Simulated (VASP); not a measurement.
# ZrB (Fm-3m) in VASP: a series of runs, part 2 of 2

VASP 6.6.1.

## Step 3: Single point, LDA

This run uses another cell than the first one, of 14.08 Å³/atom, 1.273 times its volume.

INCAR reads:

```
SYSTEM = ZrB
PREC = Accurate
ENCUT = 500
EDIFF = 1E-6
ISMEAR = -1
SIGMA = 0.05
LREAL = .False.
LASPH = .True.
NELM = 120
ALGO = Normal
ISIF = 2
LWAVE = .False.
LCHARG = .False.
GGA = CA
NBANDS = 14
GGA_COMPAT = .False.
```

KPOINTS reads:

```
regular mesh
0
Gamma
  10 10 10
  0 0 0
```

POSCAR reads:

```
ZrB
1.0
    0.0000000000      2.4149542543      2.4149542543
    2.4149542543      0.0000000000      2.4149542543
    2.4149542543      2.4149542543      0.0000000000
Zr B
1 1
Direct
    0.0000000000      0.0000000000      0.0000000000
    0.5000000000      0.5000000000      0.5000000000
```

Potentials or basis: VASP PAW LDA potentials, release 64 (Zr_sv, B).

Command:

```
> cat potpaw_LDA.64/Zr_sv/POTCAR potpaw_LDA.64/B/POTCAR > POTCAR
> mpirun -np 1 vasp_std > vasp.out
```

OUTCAR:

```text
SYSTEM = ZrB
   PREC = Accurate
   ENCUT = 500
   EDIFF = 1E-6
   ISMEAR = -1
   LREAL = .False.
   LASPH = .True.
   NELM = 120
   ISIF = 2
   GGA = CA

 ion  position               nearest neighbor table
   1  0.000  0.000  0.000-   2 2.41   2 2.41   2 2.41   2 2.41   2 2.41   2 2.41
   2  0.500  0.500  0.500-   1 2.41   1 2.41   1 2.41   1 2.41   1 2.41   1 2.41

  LATTYP: Found a face centered cubic cell.
 ALAT       =     4.8299085086

  Lattice vectors:

 A1 = (   0.0000000000,   2.4149542543,   2.4149542543)
 A2 = (   2.4149542543,   0.0000000000,   2.4149542543)
 A3 = (   2.4149542543,   2.4149542543,   0.0000000000)

Analysis of symmetry for initial positions (statically):
=====================================================================
 Subroutine PRICEL returns:
 Original cell was already a primitive cell.

 Routine SETGRP: Setting up the symmetry group for a
 face centered cubic supercell.

 Subroutine GETGRP returns: Found 48 space group operations
 (whereof 48 operations were pure point group operations)
 out of a pool of 48 trial point group operations.

The static configuration has the point symmetry O_h .

Analysis of symmetry for dynamics (positions and initial velocities):
=====================================================================
 Subroutine PRICEL returns:
 Original cell was already a primitive cell.

 Routine SETGRP: Setting up the symmetry group for a
 face centered cubic supercell.

 Subroutine GETGRP returns: Found 48 space group operations
 (whereof 48 operations were pure point group operations)
 out of a pool of 48 trial point group operations.

The dynamic configuration has the point symmetry O_h .

 Subroutine INISYM returns: Found 48 space group operations
 (whereof 48 operations are pure point group operations),
 and found     1 'primitive' translations

----------------------------------------------------------------------------------------

                                     Primitive cell

[... 114 lines left out ...]
   LORBIT       =      0    0 simple, 1 ext, 2 COOP (PROOUT), +10 PAW based schemes
   GGA     = CA    functional components
   LHFCALC =     F    Hartree Fock is set to
   AEXX    =    0.0000 exact exchange contribution
   IVDW    =     0    specifies the selected vdW correction
   LEPSILON=     F    determine dielectric tensor
   LRPA    =     F    only Hartree local field effects (RPA)
 non-spin polarized calculation
  energy-cutoff  :      500.00
  volume of cell :       28.17
 maximum number of plane-waves:       728
 NGX is ok and might be reduce to    28
   NGX = 13   NGY = 13   NGZ = 13

 number of electron      15.0000000 magnetization

 Free energy of the ion-electron system (eV)
  ---------------------------------------------------
  ext. energy  EPLUGINS =         0.00000000
  ---------------------------------------------------
  free energy    TOTEN  =       -17.52238355 eV

  energy without entropy =      -17.51128305  energy(sigma->0) =      -17.51683330

 E-fermi :   7.7493     XC(G=0): -11.8604

 val. band max:        7.7394816725   @ k =   0.3000   0.2000   0.1000
 cond. band min:       7.8681164043   @ k =  -0.4000   0.4000   0.1000
 fundamental gap:      0.1286347318
 Fermi energy:         7.7493051868

 k-point     1 :       0.0000    0.0000    0.0000
  band No.  band energies     occupation
      1     -39.2300      2.00000
      2     -17.1877      2.00000
      3     -17.1877      2.00000
      4     -17.1877      2.00000
      5      -0.2605      2.00000
      6       9.5130      0.00000
      7       9.5130      0.00000
      8       9.5130      0.00000
      9      11.0483      0.00000
     10      11.0483      0.00000
     11      11.2891      0.00000
     12      11.2891      0.00000
     13      11.2891      0.00000
     14      18.6218      0.00000
[... 377 lines left out ...]
      1     -39.1510      2.00000
      2     -17.6661      2.00000
      3     -17.3814      2.00000
      4     -17.3613      2.00000
      5       1.8758      2.00000
      6       6.0819      2.00000
      7       7.1454      1.99999
      8       8.9417      0.00000
      9       9.6763      0.00000
     10      12.6958      0.00000
     11      14.0592      0.00000
     12      14.3114      0.00000
     13      18.0026      0.00000
     14      20.1555      0.00000

 [... further k-points ...]
[... 5 lines left out ...]
  --------------------------------------------------------------------------------------
  -------------------------------------------------------------------------------------
  Total        0.0644549      0.0644549      0.0644549      0.0000000      0.0000000     -0.0000000
  in kB        3.6661470      3.6661470      3.6661470      0.0000000      0.0000000     -0.0000000
  external PRESSURE =       3.6661470 kB  Pullay stress =       0.0000000 kB

 VOLUME and BASIS-vectors are now :
 -----------------------------------------------------------------------------
  energy-cutoff  :      500.00
  volume of cell :       28.17
      direct lattice vectors                 reciprocal lattice vectors
     0.000000000  2.414954254  2.414954254    -0.207043259  0.207043259  0.207043259
     2.414954254  0.000000000  2.414954254     0.207043259 -0.207043259  0.207043259
     2.414954254  2.414954254  0.000000000     0.207043259  0.207043259 -0.207043259

 POSITION                                       TOTAL-FORCE (eV/Angst)
 -----------------------------------------------------------------------------------
      0.00000      0.00000      0.00000        -0.000000      0.000000      0.000000
      2.41495      2.41495      2.41495         0.000000     -0.000000     -0.000000
 -----------------------------------------------------------------------------------
    total drift:                               -0.000000      0.000000      0.000000

  FREE ENERGIE OF THE ION-ELECTRON SYSTEM (eV)
  ---------------------------------------------------
  free  energy   TOTEN  =       -17.5223835490 eV

  energy  without entropy=      -17.5112830475  energy(sigma->0) =      -17.51683330
```

OSZICAR:

```text
N       E                     dE             d eps       ncg     rms          rms(c)
DAV:   1     0.901262401234E+02    0.90126E+02   -0.75548E+03  1316   0.997E+02
DAV:   2    -0.156102752320E+02   -0.10574E+03   -0.99777E+02  1598   0.275E+02
DAV:   3    -0.193322243606E+02   -0.37219E+01   -0.36837E+01  2020   0.434E+01
DAV:   4    -0.194221198800E+02   -0.89896E-01   -0.89887E-01  1534   0.606E+00
DAV:   5    -0.194239292179E+02   -0.18093E-02   -0.18093E-02  1982   0.609E-01    0.186E+01
DAV:   6    -0.175404603955E+02    0.18835E+01   -0.28170E+00  1532   0.144E+01    0.647E+00
DAV:   7    -0.175271979089E+02    0.13262E-01   -0.24519E-01  1810   0.341E+00    0.315E+00
DAV:   8    -0.175231182006E+02    0.40797E-02   -0.33486E-02  1632   0.138E+00    0.363E-01
DAV:   9    -0.175223544244E+02    0.76378E-03   -0.33554E-03  1544   0.336E-01    0.154E-01
DAV:  10    -0.175223870834E+02   -0.32659E-04   -0.40205E-04  1574   0.216E-01    0.359E-02
DAV:  11    -0.175223841725E+02    0.29109E-05   -0.17414E-05  1658   0.364E-02    0.497E-03
DAV:  12    -0.175223835490E+02    0.62353E-06   -0.66053E-07  1024   0.944E-03
   1 F= -.17522384E+02 E0= -.17516833E+02  d E =-.111005E-01
```

Run time: 8.7 s. Hardware: 1 thread of Intel Xeon 6975P-C (Granite Rapids), shared host; peak memory 0.14 GiB.

Results:

```yaml
Free_energy: -17.5224 eV
Pressure: 0.4 GPa
```

Levels at points of the mesh, in eV from the Fermi level:
```csv
k point,band 6,band 7,band 8,band 9,band 10,band 11
"(0.00, 0.00, 0.00)",1.76,1.76,1.76,3.30,3.30,3.54
"(0.50, 0.00, 0.00)",-3.87,-1.22,-1.22,5.04,5.04,6.39
"(0.50, 0.50, 0.00)",-0.88,-0.61,2.20,2.20,4.82,6.01
```

## Step 4: Single point, PBEsol

This run uses another cell than the first one, of 14.36 Å³/atom, 1.299 times its volume.

INCAR reads:

```
PREC = Accurate
ENCUT = 500
EDIFF = 1E-6
ISMEAR = -1
SIGMA = 0.05
LREAL = F
LASPH = T
NELM = 120
ALGO = Normal
ISIF = 2
LWAVE = F
LCHARG = F
GGA = PS
NBANDS = 14
GGA_COMPAT = F
```

KPOINTS reads:

```
regular mesh
0
Gamma
  10 10 10
```

POSCAR reads:

```
ZrB
1.0
    0.0000000000      2.4307797814      2.4307797814
    2.4307797814      0.0000000000      2.4307797814
    2.4307797814      2.4307797814      0.0000000000
Zr B
1 1
Direct
    0.0000000000      0.0000000000      0.0000000000
    0.5000000000      0.5000000000      0.5000000000
```

Potentials or basis: VASP PAW PBE potentials, release 64 (Zr_sv, B).

Command:

```
> cat potpaw_PBE.64/Zr_sv/POTCAR potpaw_PBE.64/B/POTCAR > POTCAR
> mpirun -np 1 vasp_std > vasp.out
```

It took 9.3 s on 1 thread of Intel Xeon 6975P-C (Granite Rapids), shared host; peak memory 0.16 GiB.

The run converged. Its results:

| Property | Result |
| --- | --- |
| Free energy | -16.9220 eV |
| Pressure | 0.2 GPa |

Levels at points of the mesh, in eV from the Fermi level:
```
           k point  band 4  band 5  band 6  band 7  band 8  band 9  band 10  band 11  band 12  band 13
(0.00, 0.00, 0.00)  -25.08   -8.07    1.76    1.76    1.76    3.24     3.24     3.53     3.53     3.53
(0.50, 0.00, 0.00)  -25.14   -4.04   -3.88   -1.18   -1.18    4.97     4.97     6.29     7.61    11.68
(0.50, 0.50, 0.00)  -25.29   -6.12   -0.85   -0.71    2.15    2.15     4.72     5.92     5.92     8.90
```

Caveat: the PAW data sets were made with another functional, which shifts forces and pressure a little.

## Step 5: Single point, PBE

This run uses another cell than the first one, of 12.57 Å³/atom, 1.136 times its volume.

INCAR reads:

```
SYSTEM = ZrB
PREC = Accurate
ENCUT = 500
EDIFF = 1E-6
ISMEAR = 0
SIGMA = 0.014
LREAL = .False.
LASPH = .True.
NELM = 120
ALGO = Normal
ISIF = 2
LWAVE = .False.
LCHARG = .False.
GGA = PE
NBANDS = 14
GGA_COMPAT = .False.
```

KPOINTS reads:

```
Automatic mesh
0
Gamma
  10 10 10
  0 0 0
```

POSCAR reads:

```
ZrB
1.0
    0.0000000000      2.3250000000      2.3250000000
    2.3250000000      0.0000000000      2.3250000000
    2.3250000000      2.3250000000      0.0000000000
Zr B
1 1
Direct
    0.0000000000      0.0000000000      0.0000000000
    0.5000000000      0.5000000000      0.5000000000
```

Command:

```
> cat potpaw_PBE.64/Zr_sv/POTCAR potpaw_PBE.64/B/POTCAR > POTCAR
> mpirun -np 1 vasp_std > vasp.out
```

It took 12 s on 1 thread of Intel Xeon Platinum 8259CL at 2.50GHz (Skylake/Cascade Lake), shared host; peak memory 0.14 GiB.

It converged, with:

```
Free energy : -15.5818 eV
Pressure    : 34.6 GPa
```

Levels at points of the mesh, in eV from the Fermi level:
```tsv
k point	band 4	band 5	band 6	band 7	band 8	band 9	band 10	band 11	band 12	band 13
(0.00, 0.00, 0.00)	-24.51	-8.34	1.93	1.93	1.93	3.71	3.71	3.80	3.80	3.80
(0.50, 0.00, 0.00)	-24.60	-4.20	-3.62	-1.42	-1.42	5.78	5.78	7.37	8.26	13.39
(0.50, 0.50, 0.00)	-24.84	-6.51	-1.12	-0.30	2.54	2.54	5.48	6.94	6.94	10.67
```

## Step 6: Single point, PBE

This run uses another cell than the first one, of 12.57 Å³/atom, 1.136 times its volume.

INCAR reads:

```
SYSTEM = ZrB
  PREC = Accurate
  ENCUT = 500
  EDIFF = 1E-6
  ISMEAR = 0
  SIGMA = 0.016
  LREAL = .FALSE.
  LASPH = .TRUE.
  NELM = 120
  ALGO = Normal
  ISIF = 2
  LWAVE = .FALSE.
  LCHARG = .FALSE.
  GGA = PE
  NBANDS = 14
  GGA_COMPAT = .FALSE.
```

KPOINTS reads:

```
regular mesh
0
G
  10 10 10
  0 0 0
```

POSCAR is that of step 5.

Potentials or basis: VASP PAW PBE potentials, release 64 (Zr_sv, B).

Command:

```
> cat potpaw_PBE.64/Zr_sv/POTCAR potpaw_PBE.64/B/POTCAR > POTCAR
> mpirun -np 1 vasp_std > vasp.out
```

OUTCAR:

```text
SYSTEM = ZrB
   PREC = Accurate
   ENCUT = 500
   EDIFF = 1E-6
   ISMEAR = 0
   LREAL = .FALSE.
   LASPH = .TRUE.
   NELM = 120
   ISIF = 2
   GGA = PE

 ion  position               nearest neighbor table
   1  0.000  0.000  0.000-   2 2.33   2 2.33   2 2.33   2 2.33   2 2.33   2 2.33
   2  0.500  0.500  0.500-   1 2.33   1 2.33   1 2.33   1 2.33   1 2.33   1 2.33

  LATTYP: Found a face centered cubic cell.
 ALAT       =     4.6500000000

  Lattice vectors:

 A1 = (   0.0000000000,   2.3250000000,   2.3250000000)
 A2 = (   2.3250000000,   0.0000000000,   2.3250000000)
 A3 = (   2.3250000000,   2.3250000000,   0.0000000000)

Analysis of symmetry for initial positions (statically):
=====================================================================
 Subroutine PRICEL returns:
 Original cell was already a primitive cell.

 Routine SETGRP: Setting up the symmetry group for a
 face centered cubic supercell.

 Subroutine GETGRP returns: Found 48 space group operations
 (whereof 48 operations were pure point group operations)
 out of a pool of 48 trial point group operations.

The static configuration has the point symmetry O_h .

Analysis of symmetry for dynamics (positions and initial velocities):
=====================================================================
 Subroutine PRICEL returns:
 Original cell was already a primitive cell.

 Routine SETGRP: Setting up the symmetry group for a
 face centered cubic supercell.

 Subroutine GETGRP returns: Found 48 space group operations
 (whereof 48 operations were pure point group operations)
 out of a pool of 48 trial point group operations.

The dynamic configuration has the point symmetry O_h .

 Subroutine INISYM returns: Found 48 space group operations
 (whereof 48 operations are pure point group operations),
 and found     1 'primitive' translations

----------------------------------------------------------------------------------------

[... 116 lines left out ...]
   LORBIT       =      0    0 simple, 1 ext, 2 COOP (PROOUT), +10 PAW based schemes
   GGA     = PE    functional components
   LHFCALC =     F    Hartree Fock is set to
   AEXX    =    0.0000 exact exchange contribution
   IVDW    =     0    specifies the selected vdW correction
   LEPSILON=     F    determine dielectric tensor
   LRPA    =     F    only Hartree local field effects (RPA)
 non-spin polarized calculation
 Gauss-broadening in eV      SIGMA  =   0.02
  energy-cutoff  :      500.00
  volume of cell :       25.14
 maximum number of plane-waves:       648
   NGX = 11   NGY = 11   NGZ = 11

 number of electron      15.0000000 magnetization

 Free energy of the ion-electron system (eV)
  ---------------------------------------------------
  ext. energy  EPLUGINS =         0.00000000
  ---------------------------------------------------
  free energy    TOTEN  =       -15.58178980 eV

  energy without entropy =      -15.58151840  energy(sigma->0) =      -15.58165410

 E-fermi :   9.0142     XC(G=0): -12.2232

 val. band max:        8.9660483328   @ k =   0.3000   0.2000   0.1000
 cond. band min:       9.0251120277   @ k =   0.5000   0.3000   0.1000
 fundamental gap:      0.0590636949
 Fermi energy:         9.0141671716

 k-point     1 :       0.0000    0.0000    0.0000
  band No.  band energies     occupation
      1     -37.7520      2.00000
      2     -15.4926      2.00000
      3     -15.4926      2.00000
      4     -15.4926      2.00000
      5       0.6801      2.00000
      6      10.9457      0.00000
      7      10.9457      0.00000
      8      10.9457      0.00000
      9      12.7221      0.00000
     10      12.7221      0.00000
     11      12.8181      0.00000
     12      12.8181      0.00000
     13      12.8181      0.00000
     14      20.1660      0.00000
[... 377 lines left out ...]
      1     -37.6231      2.00000
      2     -16.1970      2.00000
      3     -15.7757      2.00000
      4     -15.7453      2.00000
      5       2.8907      2.00000
      6       7.3569      2.00000
      7       8.2676      2.00000
      8      10.3803      0.00000
      9      11.1974      0.00000
     10      14.6526      0.00000
     11      16.2532      0.00000
     12      16.4990      0.00000
     13      20.6761      0.00000
     14      23.2733      0.00000

 [... further k-points ...]
[... 5 lines left out ...]
  --------------------------------------------------------------------------------------
  -------------------------------------------------------------------------------------
  Total        5.4350941      5.4350941      5.4350941     -0.0000000     -0.0000000      0.0000000
  in kB      346.4326254    346.4326254    346.4326254     -0.0000000     -0.0000000      0.0000000
  external PRESSURE =     346.4326254 kB  Pullay stress =       0.0000000 kB

 VOLUME and BASIS-vectors are now :
 -----------------------------------------------------------------------------
  energy-cutoff  :      500.00
  volume of cell :       25.14
      direct lattice vectors                 reciprocal lattice vectors
     0.000000000  2.325000000  2.325000000    -0.215053763  0.215053763  0.215053763
     2.325000000  0.000000000  2.325000000     0.215053763 -0.215053763  0.215053763
     2.325000000  2.325000000  0.000000000     0.215053763  0.215053763 -0.215053763

 POSITION                                       TOTAL-FORCE (eV/Angst)
 -----------------------------------------------------------------------------------
      0.00000      0.00000      0.00000         0.000000      0.000000     -0.000000
      2.32500      2.32500      2.32500        -0.000000     -0.000000      0.000000
 -----------------------------------------------------------------------------------
    total drift:                                0.000000     -0.000000     -0.000000

  FREE ENERGIE OF THE ION-ELECTRON SYSTEM (eV)
  ---------------------------------------------------
  free  energy   TOTEN  =       -15.5817897976 eV

  energy  without entropy=      -15.5815183951  energy(sigma->0) =      -15.58165410
```

Run time: 11 s. Hardware: 1 thread of Intel Xeon Platinum 8259CL at 2.50GHz (Skylake/Cascade Lake), shared host; peak memory 0.14 GiB.

Results:

```
Free energy : -15.5818 eV
Pressure    : 34.6 GPa
```

Levels at points of the mesh, in eV from the Fermi level:
| k point | band 4 | band 5 | band 6 | band 7 | band 8 | band 9 | band 10 | band 11 | band 12 | band 13 |
| --- | --- | --- | --- | --- | --- | --- | --- | --- | --- | --- |
| (0.00, 0.00, 0.00) | -24.51 | -8.33 | 1.93 | 1.93 | 1.93 | 3.71 | 3.71 | 3.80 | 3.80 | 3.80 |
| (0.50, 0.00, 0.00) | -24.60 | -4.19 | -3.62 | -1.41 | -1.41 | 5.78 | 5.78 | 7.37 | 8.26 | 13.39 |
| (0.50, 0.50, 0.00) | -24.84 | -6.50 | -1.12 | -0.30 | 2.54 | 2.54 | 5.48 | 6.95 | 6.95 | 10.68 |

## Step 7: Overview

| level | potentials or basis | cell | k mesh | cutoff (eV) | smearing | grid for exact exchange (PRECFOCK) | screening parameter | gap on the mesh (eV) | pressure (GPa) |
| --- | --- | --- | --- | --- | --- | --- | --- | --- | --- |
| HSE06 | VASP PAW PBE potentials, release 64 (Zr_sv, B) | a = 3.151 Å, angles 60.0°, 2 atoms | 7 × 7 × 7 | 520 | methfessel-paxton 0.1 eV | Normal | 0.2079 1/Å | none | 79.0 |
| LDA | VASP PAW LDA potentials, release 64 (Zr_sv, B) | a = 3.415 Å, angles 60.0°, 2 atoms | 10 × 10 × 10 | 500 | fermi-dirac 0.05 eV | - | - | none | 0.4 |
| PBEsol | VASP PAW PBE potentials, release 64 (Zr_sv, B) | a = 3.438 Å, angles 60.0°, 2 atoms | 10 × 10 × 10 | 500 | fermi-dirac 0.05 eV | - | - | none | 0.2 |
| PBE | VASP PAW PBE potentials, release 64 (Zr_sv, B) | a = 3.288 Å, angles 60.0°, 2 atoms | 10 × 10 × 10 | 500 | gaussian 0.014 eV | - | - | none | 34.6 |
| PBE | VASP PAW PBE potentials, release 64 (Zr_sv, B) | a = 3.288 Å, angles 60.0°, 2 atoms | 10 × 10 × 10 | 500 | gaussian 0.016 eV | - | - | none | 34.6 |

Alike in all rows: task single point; no spin polarisation.

Caveats: the PAW data sets were made with another functional, which shifts forces and pressure a little (some runs).

Total energies depend on the potentials used, so only differences within one code and one set of settings carry meaning.
